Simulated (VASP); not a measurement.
# TaN (P6_3mc) in VASP: single point with PBE

Aim: the single point of TaN with PBE.

Everything below comes from runs of VASP 6.6.1. Logs are shortened: lines on timing, memory, paths and dates and some standing lists are left out, and cuts for length are marked.

## (1) The cell of the first run

Symmetry: P6_3mc, No. 186, hexagonal system. The conventional cell has a = 3.050 Å, b = 3.050 Å, c = 4.940 Å, α = 90.00°, β = 90.00°, γ = 120.00°. Ta (site symmetry 3m) has 4 N at 1.85 to 1.90 Å within 2.5 Å. N (site symmetry 3m) has 4 Ta at 1.85 to 1.90 Å within 2.5 Å.

## (2) Single point, PBE

File INCAR:

```
SYSTEM = TaN
ALGO     = Normal         ! electronic algorithm
EDIFF    = 1E-6           ! SCF threshold, eV
ENCUT    = 700            ! plane-wave cutoff, eV
GGA      = PE             ! functional
GGA_COMPAT= .False.      
ISIF     = 2              ! what is computed and relaxed
ISMEAR   = 0              ! smearing method
LASPH    = .True.         ! aspherical terms in the spheres
LCHARG   = .False.        ! write CHGCAR
LREAL    = .False.        ! projectors in reciprocal space
LWAVE    = .False.        ! write WAVECAR
NBANDS   = 26             ! bands
NELM     = 120            ! most SCF steps
PREC     = Accurate       ! precision mode
SIGMA    = 0.1            ! smearing width, eV
```

File KPOINTS:

```
k-points
0
Gamma
  3 3 2
  0 0 0
```

File POSCAR:

```
TaN
1.0
    3.0500010905      0.0000000000      0.0000000000
   -1.5250005453      2.6413784260      0.0000000000
    0.0000000000      0.0000000000      4.9400000000
Ta N
2 2
Direct
    0.3333333333      0.6666666667      0.0000000000
    0.6666666667      0.3333333333      0.5000000000
    0.3333333333      0.6666666667      0.3850000000
    0.6666666667      0.3333333333      0.8850000000
```

Potentials or basis: VASP PAW PBE potentials, release 64 (Ta_sv_GW, N).

Started as:

```bash
cat potpaw_PBE.64/Ta_sv_GW/POTCAR potpaw_PBE.64/N/POTCAR > POTCAR
mpirun -np 1 vasp_std > vasp.out
```

OUTCAR:

```text
SYSTEM = TaN
   EDIFF = 1E-6
   ENCUT = 700
   GGA = PE
   ISIF = 2
   ISMEAR = 0
   LASPH = .True.
   LREAL = .False.
   NELM = 120
   PREC = Accurate

 ion  position               nearest neighbor table
   1  0.333  0.667  0.000-   4 1.85   4 1.85   4 1.85   3 1.90   2 3.03   2 3.03   2 3.03   2 3.03
                             2 3.03   2 3.03
   2  0.667  0.333  0.500-   3 1.85   3 1.85   3 1.85   4 1.90   1 3.03   1 3.03   1 3.03   1 3.03
                             1 3.03   1 3.03
   3  0.333  0.667  0.385-   2 1.85   2 1.85   2 1.85   1 1.90
   4  0.667  0.333  0.885-   1 1.85   1 1.85   1 1.85   2 1.90

  LATTYP: Found a hexagonal cell.
 ALAT       =     3.0500010905
 C/A-ratio  =     1.6196715520

  Lattice vectors:

 A1 = (   3.0500010905,   0.0000000000,   0.0000000000)
 A2 = (  -1.5250005453,   2.6413784260,   0.0000000000)
 A3 = (   0.0000000000,   0.0000000000,   4.9400000000)

Analysis of symmetry for initial positions (statically):
=====================================================================
 Subroutine PRICEL returns:
 Original cell was already a primitive cell.

 Routine SETGRP: Setting up the symmetry group for a
 hexagonal supercell.

 Subroutine GETGRP returns: Found 12 space group operations
 (whereof  6 operations were pure point group operations)
 out of a pool of 24 trial point group operations.

The static configuration has the point symmetry C_3v.
 The point group associated with its full space group is C_6v.

Analysis of symmetry for dynamics (positions and initial velocities):
=====================================================================
 Subroutine PRICEL returns:
 Original cell was already a primitive cell.

 Routine SETGRP: Setting up the symmetry group for a
 hexagonal supercell.

 Subroutine GETGRP returns: Found 12 space group operations
 (whereof  6 operations were pure point group operations)
 out of a pool of 24 trial point group operations.

The dynamic configuration has the point symmetry C_3v.
 The point group associated with its full space group is C_6v.

 Subroutine INISYM returns: Found 12 space group operations
 (whereof  6 operations are pure point group operations),
 and found     1 'primitive' translations

----------------------------------------------------------------------------------------

                                     Primitive cell

  volume of cell :      39.7977

  direct lattice vectors                    reciprocal lattice vectors
     3.050001090  0.000000000  0.000000000     0.327868735  0.189295103  0.000000000
    -1.525000545  2.641378426  0.000000000     0.000000000  0.378590205  0.000000000
     0.000000000  0.000000000  4.940000000     0.000000000  0.000000000  0.202429150

  length of vectors
     3.050001090  3.050001091  4.940000000     0.378590205  0.378590205  0.202429150

  position of ions in fractional coordinates (direct lattice)
     0.333333333  0.666666667  0.000000000
     0.666666667  0.333333333  0.500000000
     0.333333333  0.666666667  0.385000000
     0.666666667  0.333333333  0.885000000

  ion indices of the primitive-cell ions
   primitive index   ion index
                 1           1
                 2           2
                 3           3
                 4           4

----------------------------------------------------------------------------------------

 KPOINTS: k-points

Automatic generation of k-mesh.
 Grid dimensions read from file:
 generate k-points for:    3    3    2

 Generating k-lattice:

  Cartesian coordinates                     Fractional coordinates (reciprocal lattice)
     0.109289578  0.063098368  0.000000000     0.333333333  0.000000000  0.000000000
     0.000000000  0.126196735  0.000000000     0.000000000  0.333333333  0.000000000
     0.000000000  0.000000000  0.101214575     0.000000000  0.000000000  0.500000000

  Length of vectors
     0.126196735  0.126196735  0.101214575

  Shift w.r.t. Gamma in fractional coordinates (k-lattice)
     0.000000000  0.000000000  0.000000000

 Subroutine IBZKPT returns following result:
 ===========================================

 Found      6 irreducible k-points:

 Following reciprocal coordinates:
            Coordinates               Weight
  0.000000  0.000000  0.000000      1.000000
  0.333333  0.000000  0.000000      6.000000
  0.333333  0.333333  0.000000      2.000000
  0.000000  0.000000  0.500000      1.000000
  0.333333  0.000000  0.500000      6.000000
  0.333333  0.333333  0.500000      2.000000
   k-points           NKPTS =      6   k-points in BZ     NKDIM =      6   number of bands    NBANDS=     26
   number of dos      NEDOS =    301   number of ions     NIONS =      4
   total plane-waves  NPLWV =  37632
   dimension x,y,z NGX =    28 NGY =   28 NGZ =   48
   dimension x,y,z NGXF=    56 NGYF=   56 NGZF=   96
   ions per type =               2   2
   NGX,Y,Z   is equivalent  to a cutoff of  15.26, 15.26, 16.15 a.u.
   NGXF,Y,Z  is equivalent  to a cutoff of  30.52, 30.52, 32.31 a.u.
 SYSTEM =  TaN
   PREC   = accura    normal or accurate (medium, high low for compatibility)
   ISTART =      0    job   : 0-new  1-cont  2-samecut
   ICHARG =      2    charge: 1-file 2-atom 10-const
   ISPIN  =      1    spin polarized calculation?
   LNONCOLLINEAR =      F non collinear calculations
   LSORBIT =      F    spin-orbit coupling
   LASPH  =      T    aspherical Exc in radial PAW
   ENCUT  =  700.0 eV  51.45 Ry    7.17 a.u.   6.58  6.58 10.66*2*pi/ulx,y,z
   NELM   =    120;   NELMIN=  2; NELMDL= -5     # of ELM steps
   EDIFF  = 0.1E-05   stopping-criterion for ELM
   LREAL  =      F    real-space projection
   EDIFFG = 0.1E-04   stopping-criterion for IOM
   NSW    =      0    number of steps for IOM
   IBRION =     -1    ionic relax: 0-MD 1-quasi-New 2-CG
   NFREE  =      0    steps in history (QN), initial steepest desc. (CG)
   ISIF   =      2    stress and relaxation
   ISYM   =      2    0-nonsym 1-usesym 2-fastsym
   POTIM  = 0.5000    time-step for ionic-motion
   TEBEG  =    0.0;   TEEND  =   0.0 temperature during run
   PSTRESS=    0.0 pullay stress
   NELECT =      36.0000    total number of electrons
   NUPDOWN=      -1.0000    fix difference up-down
   EMIN   =  10.00;   EMAX   =-10.00  energy-range for DOS
   EFERMI =   0.00;   METHOD = LEGACY
   ISMEAR =     0;   SIGMA  =   0.10  broadening in eV -4-tet -1-fermi 0-gaus
   EFERMI_NEDOS =   21; number of points for ismear=-14 and -15
   IALGO  =     38    algorithm
   IMIX   =      4    mixing-type and parameters
     AMIX     =   0.40;   BMIX     =  1.00
     AMIX_MAG =   1.60;   BMIX_MAG =  1.00
  volume/ion in A,a.u.               =       9.95        67.14
  Fermi-wavevector in a.u.,A,eV,Ry     =   1.583275  2.991957 34.106556  2.506761
  Thomas-Fermi vector in A             =   2.683071
   LORBIT       =      0    0 simple, 1 ext, 2 COOP (PROOUT), +10 PAW based schemes
   GGA     = PE    functional components
   LHFCALC =     F    Hartree Fock is set to
   AEXX    =    0.0000 exact exchange contribution
   IVDW    =     0    specifies the selected vdW correction
   LEPSILON=     F    determine dielectric tensor
   LRPA    =     F    only Hartree local field effects (RPA)
 non-spin polarized calculation
 Gauss-broadening in eV      SIGMA  =   0.10
  energy-cutoff  :      700.00
  volume of cell :       39.80
 maximum number of plane-waves:      1701
 NGX is ok and might be reduce to    28
   NGX = 13   NGY = 13   NGZ = 21

 number of electron      35.9999997 magnetization

 Free energy of the ion-electron system (eV)
  ---------------------------------------------------
  ext. energy  EPLUGINS =         0.00000000
  ---------------------------------------------------
  free energy    TOTEN  =       -43.34402318 eV

  energy without entropy =      -43.31944080  energy(sigma->0) =      -43.33173199

 E-fermi :  13.8044     XC(G=0): -13.9042

 val. band max:       13.7361855774   @ k =   0.3333   0.0000   0.5000
 cond. band min:      13.9395174563   @ k =   0.0000   0.0000   0.0000
 fundamental gap:      0.2033318789
 Fermi energy:        13.8043711963

 k-point     1 :       0.0000    0.0000    0.0000
  band No.  band energies     occupation
      1     -54.0892      2.00000
      2     -53.9946      2.00000
      3     -21.7720      2.00000
      4     -20.7102      2.00000
      5     -20.7102      2.00000
      6     -20.5202      2.00000
[... 18 lines left out ...]
     25      20.9654      0.00000
     26      20.9654      0.00000

 k-point     2 :       0.3333    0.0000    0.0000
  band No.  band energies     occupation
      1     -54.0239      2.00000
      2     -53.9693      2.00000
      3     -21.6167      2.00000
      4     -21.3838      2.00000
      5     -21.2689      2.00000
      6     -20.9307      2.00000
[... 18 lines left out ...]
     25      21.2387      0.00000
     26      22.5360      0.00000

 k-point     3 :       0.3333    0.3333    0.0000
  band No.  band energies     occupation
      1     -53.9737      2.00000
      2     -53.9737      2.00000
      3     -21.5407      2.00000
      4     -21.5407      2.00000
      5     -21.3978      2.00000
      6     -21.0295      2.00000
[... 18 lines left out ...]
     25      21.9506      0.00000
     26      21.9506      0.00000

 k-point     4 :       0.0000    0.0000    0.5000
  band No.  band energies     occupation
      1     -54.0420      2.00000
      2     -54.0420      2.00000
      3     -21.1368      2.00000
      4     -21.1368      2.00000
      5     -20.6159      2.00000
      6     -20.6159      2.00000
[... 18 lines left out ...]
     25      21.8345      0.00000
     26      21.8345      0.00000

 k-point     5 :       0.3333    0.0000    0.5000
  band No.  band energies     occupation
      1     -53.9966      2.00000
      2     -53.9966      2.00000
      3     -21.6354      2.00000
      4     -21.6354      2.00000
      5     -20.7966      2.00000
      6     -20.7966      2.00000
[... 18 lines left out ...]
     25      21.7021      0.00000
     26      21.7021      0.00000

 k-point     6 :       0.3333    0.3333    0.5000
  band No.  band energies     occupation
      1     -53.9738      2.00000
      2     -53.9738      2.00000
      3     -21.7293      2.00000
      4     -21.7293      2.00000
      5     -21.2174      2.00000
      6     -21.2174      2.00000
[... 18 lines left out ...]
     25      21.9253      0.00000
     26      21.9253      0.00000

------------------------ aborting loop because EDIFF is reached ----------------------------------------

  FORCE on cell =-STRESS in cart. coord.  units (eV):
  Direction    XX          YY          ZZ          XY          YZ          ZX
  --------------------------------------------------------------------------------------
  -------------------------------------------------------------------------------------
  Total       33.9619117     33.9619117     34.0258773     -0.0000000      0.0000000      0.0000000
  in kB     1367.2412127   1367.2412128   1369.8163447     -0.0000000      0.0000000      0.0000000
  external PRESSURE =    1368.0995901 kB  Pullay stress =       0.0000000 kB

 VOLUME and BASIS-vectors are now :
 -----------------------------------------------------------------------------
  energy-cutoff  :      700.00
  volume of cell :       39.80
      direct lattice vectors                 reciprocal lattice vectors
     3.050001090  0.000000000  0.000000000     0.327868735  0.189295103  0.000000000
    -1.525000545  2.641378426  0.000000000     0.000000000  0.378590205  0.000000000
     0.000000000  0.000000000  4.940000000     0.000000000  0.000000000  0.202429150

 POSITION                                       TOTAL-FORCE (eV/Angst)
 -----------------------------------------------------------------------------------
     -0.00000      1.76092      0.00000        -0.000000      0.000000      3.633799
      1.52500      0.88046      2.47000         0.000000     -0.000000      3.633799
     -0.00000      1.76092      1.90190        -0.000000      0.000000     -3.633799
      1.52500      0.88046      4.37190         0.000000     -0.000000     -3.633799
 -----------------------------------------------------------------------------------
    total drift:                               -0.000000      0.000000     -0.000278

  FREE ENERGIE OF THE ION-ELECTRON SYSTEM (eV)
  ---------------------------------------------------
  free  energy   TOTEN  =       -43.3440231812 eV

  energy  without entropy=      -43.3194408028  energy(sigma->0) =      -43.33173199
```

Wall time 12 s (1 thread of AMD EPYC 9R45 (Zen 5), shared host); peak memory 0.16 GiB.

What came out:

* Free energy: -43.3440 eV
* Pressure: 136.8 GPa
* Largest force: 3.634 eV/Å
* Band gap on the k mesh: zero (bands 18 and 19 overlap by 2.85 eV)

Forces on the atoms (eV/Å):
```
Ta   0.000  0.000  3.634
Ta   0.000  0.000  3.634
N    0.000  0.000 -3.634
N    0.000  0.000 -3.634
```

Levels at points of the mesh, in eV from the Fermi level:
```
           k point  band 14  band 15  band 16  band 17  band 18  band 19  band 20  band 21  band 22  band 23
(0.00, 0.00, 0.00)    -7.36    -7.36    -7.01    -0.31    -0.31     0.14     2.67     3.19     3.19     5.01
(0.00, 0.00, 0.50)    -7.94    -7.94    -7.94     1.73     1.73     1.73     1.73     2.34     2.34     7.20
```

Caveat: the k points lie up to 0.79 Å⁻¹ apart, too coarse for converged energies and pressures of a metal; spin-orbit coupling is left out, which moves the levels of the heavy elements; forces of over 1 eV/Å act on the atoms, so gaps and moduli don't describe the material at rest.

The gap in the log of VASP goes by the Fermi energy; the results here count the filled bands.